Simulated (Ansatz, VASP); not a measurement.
**One calculation of Ti3Al, two programs**

```
Ti Al
1.0
     2.96607    0.00000    0.00000
    -1.48303    2.56869    0.00000
     0.00000    0.00000    9.34778
Ti Al
3 1
Direct
  0.33333 0.66667 0.24941
  0.33333 0.66667 0.75059
  0.66667 0.33333 0.00000
  0.66667 0.33333 0.50000
```

Alike in both runs: task single point; functional r2SCAN; k mesh 10 × 10 × 3; occupations fermi-dirac, width 0.05 eV; no spin polarisation.

|  | VASP | Ansatz |
| --- | --- | --- |
| version | VASP 6.6.1 | Ansatz 0.2.0 |
| potentials or method | VASP PAW PBE potentials, release 64 (Ti_sv, Al) | Ansatz PAW |
| plane-wave cutoff (eV) | 520 | 500 |
| valence electrons in the cell | 39 | 39 |

Ansatz gave:

- gap on the k mesh at the Fermi level (eV): none
- pressure (GPa): -4.9
- traceless stress, the component that is largest in VASP (GPa): -0.18
- rms of the force components (eV/Å): 0.011

**Question.** Which values does VASP return?

**Answer.** gap on the k mesh at the Fermi level (eV): none; pressure (GPa): -4.7; traceless stress, the component that is largest in VASP (GPa): -0.17; rms of the force components (eV/Å): 0.004.

VASP's potentials were made for PBE, not for r2SCAN. Atom by atom the forces differ by 0.007 eV/Å (rms over components). A gap of «none» marks a metal or a gap that the smearing closes.
